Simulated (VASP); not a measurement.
# KCl (P4/mmm) in VASP: a series of runs

The runs below take KCl through single point, with PBEsol.

Everything below comes from runs of VASP 6.6.1. Logs are shortened: lines on timing, memory, paths and dates and some standing lists are left out, and cuts for length are marked.

## (1) The cell of the first run

The structure is tetragonal, space group P4/mmm (No. 123). The conventional cell has a = 3.935 Å, b = 3.935 Å, c = 4.031 Å, α = 90.00°, β = 90.00°, γ = 90.00°. K (site symmetry 4/mmm) has 8 Cl at 3.44 Å and 6 K at 3.94 to 4.03 Å within 4.5 Å. Cl (site symmetry 4/mmm) has 8 K at 3.44 Å and 6 Cl at 3.94 to 4.03 Å within 4.5 Å.

## (2) Single point, PBEsol (strain +0.025 along x and y, +0.050 along z)

INCAR reads:

```
PREC = Accurate
ENCUT = 520
EDIFF = 1E-6
ISMEAR = 0
SIGMA = 0.05
LREAL = F
LASPH = T
NELM = 80
ALGO = Normal
ISIF = 2
LWAVE = F
LCHARG = F
GGA = PS
NBANDS = 15
```

KPOINTS reads:

```
Automatic mesh
0
Gamma
  6 6 6
```

POSCAR reads:

```
KCl
1.0
    3.9351759000      0.0000000000      0.0000000000
    0.0000000000      3.9351759000      0.0000000000
    0.0000000000      0.0000000000      4.0311558000
K Cl
1 1
Direct
    0.0000000000      0.0000000000      0.0000000000
    0.5000000000      0.5000000000      0.5000000000
```

Potentials or basis: VASP PAW PBE potentials, release 64 (K_sv, Cl).

The run is started by

```sh
$ cat potpaw_PBE.64/K_sv/POTCAR potpaw_PBE.64/Cl/POTCAR > POTCAR
$ mpirun -np 1 vasp_std > vasp.out
```

OUTCAR:

```text
PREC = Accurate
   ENCUT = 520
   EDIFF = 1E-6
   ISMEAR = 0
   LREAL = F
   LASPH = T
   NELM = 80
   ISIF = 2
   GGA = PS

 ion  position               nearest neighbor table
   1  0.000  0.000  0.000-
   2  0.500  0.500  0.500-

  LATTYP: Found a simple tetragonal cell.
 ALAT       =     3.9351759000
 C/A-ratio  =     1.0243902439

  Lattice vectors:

 A1 = (   3.9351759000,   0.0000000000,   0.0000000000)
 A2 = (   0.0000000000,   3.9351759000,   0.0000000000)
 A3 = (   0.0000000000,   0.0000000000,   4.0311558000)

Analysis of symmetry for initial positions (statically):
=====================================================================
 Subroutine PRICEL returns:
 Original cell was already a primitive cell.

 Routine SETGRP: Setting up the symmetry group for a
 simple tetragonal supercell.

 Subroutine GETGRP returns: Found 16 space group operations
 (whereof 16 operations were pure point group operations)
 out of a pool of 16 trial point group operations.

The static configuration has the point symmetry D_4h.

Analysis of symmetry for dynamics (positions and initial velocities):
=====================================================================
 Subroutine PRICEL returns:
 Original cell was already a primitive cell.

 Routine SETGRP: Setting up the symmetry group for a
 simple tetragonal supercell.

 Subroutine GETGRP returns: Found 16 space group operations
 (whereof 16 operations were pure point group operations)
 out of a pool of 16 trial point group operations.

The dynamic configuration has the point symmetry D_4h.

 Subroutine INISYM returns: Found 16 space group operations
 (whereof 16 operations are pure point group operations),
 and found     1 'primitive' translations

----------------------------------------------------------------------------------------

                                     Primitive cell

  volume of cell :      62.4249

  direct lattice vectors                    reciprocal lattice vectors
     3.935175900  0.000000000  0.000000000     0.254118247  0.000000000  0.000000000
     0.000000000  3.935175900  0.000000000     0.000000000  0.254118247  0.000000000
     0.000000000  0.000000000  4.031155800     0.000000000  0.000000000  0.248067812

  length of vectors
     3.935175900  3.935175900  4.031155800     0.254118247  0.254118247  0.248067812

  position of ions in fractional coordinates (direct lattice)
     0.000000000  0.000000000  0.000000000
     0.500000000  0.500000000  0.500000000

  ion indices of the primitive-cell ions
   primitive index   ion index
                 1           1
                 2           2

----------------------------------------------------------------------------------------

 KPOINTS: Automatic mesh

Automatic generation of k-mesh.
 Grid dimensions read from file:
 generate k-points for:    6    6    6

 Generating k-lattice:

  Cartesian coordinates                     Fractional coordinates (reciprocal lattice)
     0.042353041  0.000000000  0.000000000     0.166666667  0.000000000  0.000000000
     0.000000000  0.042353041  0.000000000     0.000000000  0.166666667  0.000000000
     0.000000000  0.000000000  0.041344635     0.000000000  0.000000000  0.166666667

  Length of vectors
     0.042353041  0.042353041  0.041344635

  Shift w.r.t. Gamma in fractional coordinates (k-lattice)
     0.000000000  0.000000000  0.000000000

 Subroutine IBZKPT returns following result:
 ===========================================

 Found     40 irreducible k-points:

 Following reciprocal coordinates:
            Coordinates               Weight
  0.000000  0.000000  0.000000      1.000000
  0.166667  0.000000  0.000000      4.000000
  0.333333  0.000000  0.000000      4.000000
  0.500000  0.000000  0.000000      2.000000
  0.166667  0.166667  0.000000      4.000000
  0.333333  0.166667  0.000000      8.000000
[... 16 lines left out ...]
  0.333333  0.000000  0.333333      8.000000
  0.500000  0.000000  0.333333      4.000000
 [... further k-points ...]
   k-points           NKPTS =     40   k-points in BZ     NKDIM =     40   number of bands    NBANDS=     15
   number of dos      NEDOS =    301   number of ions     NIONS =      2
   total plane-waves  NPLWV =  27000
   dimension x,y,z NGX =    30 NGY =   30 NGZ =   30
   dimension x,y,z NGXF=    60 NGYF=   60 NGZF=   60
   ions per type =               1   1
   NGX,Y,Z   is equivalent  to a cutoff of  12.67, 12.67, 12.37 a.u.
   NGXF,Y,Z  is equivalent  to a cutoff of  25.35, 25.35, 24.74 a.u.
 SYSTEM =  unknown system
   PREC   = accura    normal or accurate (medium, high low for compatibility)
   ISTART =      0    job   : 0-new  1-cont  2-samecut
   ICHARG =      2    charge: 1-file 2-atom 10-const
   ISPIN  =      1    spin polarized calculation?
   LNONCOLLINEAR =      F non collinear calculations
   LSORBIT =      F    spin-orbit coupling
   LASPH  =      T    aspherical Exc in radial PAW
   ENCUT  =  520.0 eV  38.22 Ry    6.18 a.u.   7.32  7.32  7.50*2*pi/ulx,y,z
   NELM   =     80;   NELMIN=  2; NELMDL= -5     # of ELM steps
   EDIFF  = 0.1E-05   stopping-criterion for ELM
   LREAL  =      F    real-space projection
   EDIFFG = 0.1E-04   stopping-criterion for IOM
   NSW    =      0    number of steps for IOM
   IBRION =     -1    ionic relax: 0-MD 1-quasi-New 2-CG
   NFREE  =      0    steps in history (QN), initial steepest desc. (CG)
   ISIF   =      2    stress and relaxation
   ISYM   =      2    0-nonsym 1-usesym 2-fastsym
   POTIM  = 0.5000    time-step for ionic-motion
   TEBEG  =    0.0;   TEEND  =   0.0 temperature during run
   PSTRESS=    0.0 pullay stress
   NELECT =      16.0000    total number of electrons
   NUPDOWN=      -1.0000    fix difference up-down
   EMIN   =  10.00;   EMAX   =-10.00  energy-range for DOS
   EFERMI =   0.00;   METHOD = LEGACY
   ISMEAR =     0;   SIGMA  =   0.05  broadening in eV -4-tet -1-fermi 0-gaus
   EFERMI_NEDOS =   21; number of points for ismear=-14 and -15
   IALGO  =     38    algorithm
   IMIX   =      4    mixing-type and parameters
     AMIX     =   0.40;   BMIX     =  1.00
     AMIX_MAG =   1.60;   BMIX_MAG =  1.00
  volume/ion in A,a.u.               =      31.21       210.63
  Fermi-wavevector in a.u.,A,eV,Ry     =   1.039909  1.965144 14.713499  1.081412
  Thomas-Fermi vector in A             =   2.174461
   LORBIT       =      0    0 simple, 1 ext, 2 COOP (PROOUT), +10 PAW based schemes
   GGA     = PS    functional components
   LHFCALC =     F    Hartree Fock is set to
   AEXX    =    0.0000 exact exchange contribution
   IVDW    =     0    specifies the selected vdW correction
   LEPSILON=     F    determine dielectric tensor
   LRPA    =     F    only Hartree local field effects (RPA)
 non-spin polarized calculation
 Gauss-broadening in eV      SIGMA  =   0.05
  energy-cutoff  :      520.00
  volume of cell :       62.42
 maximum number of plane-waves:      1702
 NGX is ok and might be reduce to    30
   NGX = 15   NGY = 15   NGZ = 15

 number of electron      15.9999996 magnetization

 Free energy of the ion-electron system (eV)
  ---------------------------------------------------
  ext. energy  EPLUGINS =         0.00000000
  ---------------------------------------------------
  free energy    TOTEN  =        -6.82099592 eV

  energy without entropy =       -6.82099592  energy(sigma->0) =       -6.82099592

 E-fermi :  -1.1053     XC(G=0):  -7.8309

 val. band max:       -1.3075631819   @ k =   0.5000   0.0000   0.5000
 cond. band min:       2.9211926045   @ k =   0.0000   0.0000   0.0000
 fundamental gap:      4.2287557864
 Fermi energy:        -1.1053322934

 k-point     1 :       0.0000    0.0000    0.0000
  band No.  band energies     occupation
      1     -29.4292      2.00000
      2     -13.7192      2.00000
      3     -12.8956      2.00000
      4     -12.8919      2.00000
      5     -12.8919      2.00000
      6      -1.6018      2.00000
      7      -1.4880      2.00000
      8      -1.4880      2.00000
      9       2.9212      0.00000
     10       5.1336      0.00000
     11       5.2193      0.00000
     12       8.9628      0.00000
     13       8.9628      0.00000
     14       9.1053      0.00000
     15      11.7442      0.00000

 k-point     2 :       0.1667    0.0000    0.0000
  band No.  band energies     occupation
      1     -29.4257      2.00000
      2     -13.7565      2.00000
      3     -12.8897      2.00000
      4     -12.8863      2.00000
      5     -12.8633      2.00000
      6      -1.9194      2.00000
      7      -1.5981      2.00000
      8      -1.4822      2.00000
      9       3.4895      0.00000
     10       5.3678      0.00000
     11       5.6551      0.00000
     12       8.8383      0.00000
     13       8.9632      0.00000
     14       9.0805      0.00000
     15      10.9854      0.00000

 k-point     3 :       0.3333    0.0000    0.0000
  band No.  band energies     occupation
      1     -29.4188      2.00000
      2     -13.8319      2.00000
      3     -12.8777      2.00000
      4     -12.8750      2.00000
      5     -12.8018      2.00000
      6      -2.6038      2.00000
      7      -1.5912      2.00000
      8      -1.4709      2.00000
      9       4.7070      0.00000
     10       5.9498      0.00000
     11       6.4062      0.00000
     12       8.6940      0.00000
     13       8.7743      0.00000
     14       9.3511      0.00000
     15       9.4391      0.00000
[... 343 lines left out ...]
 k-point    23 :       0.3333    0.0000    0.3333
  band No.  band energies     occupation
      1     -29.4113      2.00000
      2     -13.6924      2.00000
      3     -13.0156      2.00000
      4     -12.8667      2.00000
      5     -12.8635      2.00000
      6      -2.4065      2.00000
      7      -2.2336      2.00000
      8      -1.3841      2.00000
      9       5.0641      0.00000
     10       5.8583      0.00000
     11       7.6269      0.00000
     12       7.8097      0.00000
     13       8.1030      0.00000
     14       8.2707      0.00000
     15      10.1095      0.00000

 k-point    24 :       0.5000    0.0000    0.3333
  band No.  band energies     occupation
      1     -29.4079      2.00000
      2     -13.6391      2.00000
      3     -12.9947      2.00000
      4     -12.9642      2.00000
      5     -12.8586      2.00000
      6      -2.5552      2.00000
      7      -2.2120      2.00000
      8      -1.3484      2.00000
      9       4.9667      0.00000
     10       5.8475      0.00000
     11       7.7275      0.00000
     12       7.8183      0.00000
     13       7.9843      0.00000
     14       8.5852      0.00000
     15      10.3220      0.00000

 [... further k-points ...]
[... 5 lines left out ...]
  --------------------------------------------------------------------------------------
  -------------------------------------------------------------------------------------
  Total       -0.8666244     -0.8666244     -1.2168549      0.0000000      0.0000000     -0.0000000
  in kB      -22.2425010    -22.2425010    -31.2314019      0.0000000      0.0000000     -0.0000000
  external PRESSURE =     -25.2388013 kB  Pullay stress =       0.0000000 kB

 VOLUME and BASIS-vectors are now :
 -----------------------------------------------------------------------------
  energy-cutoff  :      520.00
  volume of cell :       62.42
      direct lattice vectors                 reciprocal lattice vectors
     3.935175900  0.000000000  0.000000000     0.254118247  0.000000000  0.000000000
     0.000000000  3.935175900  0.000000000     0.000000000  0.254118247  0.000000000
     0.000000000  0.000000000  4.031155800     0.000000000  0.000000000  0.248067812

 POSITION                                       TOTAL-FORCE (eV/Angst)
 -----------------------------------------------------------------------------------
      0.00000      0.00000      0.00000         0.000000      0.000000      0.000000
      1.96759      1.96759      2.01558         0.000000      0.000000      0.000000
 -----------------------------------------------------------------------------------
    total drift:                                0.000000      0.000000     -0.000000

  FREE ENERGIE OF THE ION-ELECTRON SYSTEM (eV)
  ---------------------------------------------------
  free  energy   TOTEN  =        -6.8209959218 eV

  energy  without entropy=       -6.8209959217  energy(sigma->0) =       -6.82099592
```

Wall time 28 s (1 thread of AMD EPYC 9R45 (Zen 5), shared host); peak memory 0.15 GiB.

What came out:

* Free energy: -6.8210 eV
* Pressure: -2.5 GPa
* Band gap on the k mesh: 4.23 eV, indirect (least direct gap 4.41 eV)

Stress tensor (GPa, compression positive):
```
-2.22  0.00  0.00
 0.00 -2.22  0.00
 0.00  0.00 -3.12
```

Caveat: the cell differs from its parent crystal (strain +0.025 along x and y, +0.050 along z); the PAW data sets were made with another functional, which shifts forces and pressure a little. A k mesh can miss the band edges.

## (3) Single point, PBEsol (strain +0.050 along x and y, +0.025 along z)

INCAR reads:

```
PREC = Accurate ; ENCUT = 520
EDIFF = 1E-6 ; ISMEAR = 0
SIGMA = 0.05 ; LREAL = False
LASPH = True ; NELM = 60
ALGO = Normal ; ISIF = 2
LWAVE = False ; LCHARG = False
GGA = PS ; NBANDS = 15
```

KPOINTS is that of step 2.

POSCAR reads:

```
KCl
1.0
    4.0311558000      0.0000000000      0.0000000000
    0.0000000000      4.0311558000      0.0000000000
    0.0000000000      0.0000000000      3.9351759000
K Cl
1 1
Direct
    0.0000000000      0.0000000000      0.0000000000
    0.5000000000      0.5000000000      0.5000000000
```

Potentials or basis: VASP PAW PBE potentials, release 64 (K_sv, Cl).

The run is started by

```sh
$ cat potpaw_PBE.64/K_sv/POTCAR potpaw_PBE.64/Cl/POTCAR > POTCAR
$ mpirun -np 1 vasp_std > vasp.out
```

Wall time 28 s (1 thread of AMD EPYC 9R45 (Zen 5), shared host); peak memory 0.15 GiB.

Results (log left out):

```yaml
Free_energy: -6.7966 eV
Pressure: -2.7 GPa
Band_gap_on_the_k_mesh: 4.12 eV, indirect (least direct gap 4.29 eV)
```

Stress tensor (GPa, compression positive):
```
-2.99  0.00  0.00
 0.00 -2.99  0.00
 0.00  0.00 -2.12
```

Levels at points of the mesh, in eV from the valence-band top:
| k point | band 5 | band 6 | band 7 | band 8 | band 9 | band 10 | band 11 | band 12 |
| --- | --- | --- | --- | --- | --- | --- | --- | --- |
| (0.00, 0.00, 0.00) | -11.67 | -0.28 | -0.28 | -0.17 | 4.12 | 6.42 | 6.51 | 10.12 |
| (0.50, 0.00, 0.00) | -11.52 | -1.56 | -0.28 | -0.15 | 6.91 | 7.34 | 7.66 | 9.87 |
| (0.50, 0.50, 0.00) | -11.64 | -1.10 | -1.10 | 0.00 | 5.83 | 7.04 | 8.81 | 8.81 |
| (0.00, 0.00, 0.50) | -11.55 | -1.56 | -0.25 | -0.25 | 6.91 | 7.51 | 7.70 | 9.82 |
| (0.50, 0.00, 0.50) | -11.63 | -1.12 | -1.07 | -0.09 | 5.92 | 6.88 | 8.57 | 8.65 |
| (0.50, 0.50, 0.50) | -11.78 | -1.16 | -1.13 | -1.13 | 8.20 | 8.20 | 8.24 | 9.18 |

Caveat: the cell differs from its parent crystal (strain +0.050 along x and y, +0.025 along z); the PAW data sets were made with another functional, which shifts forces and pressure a little.
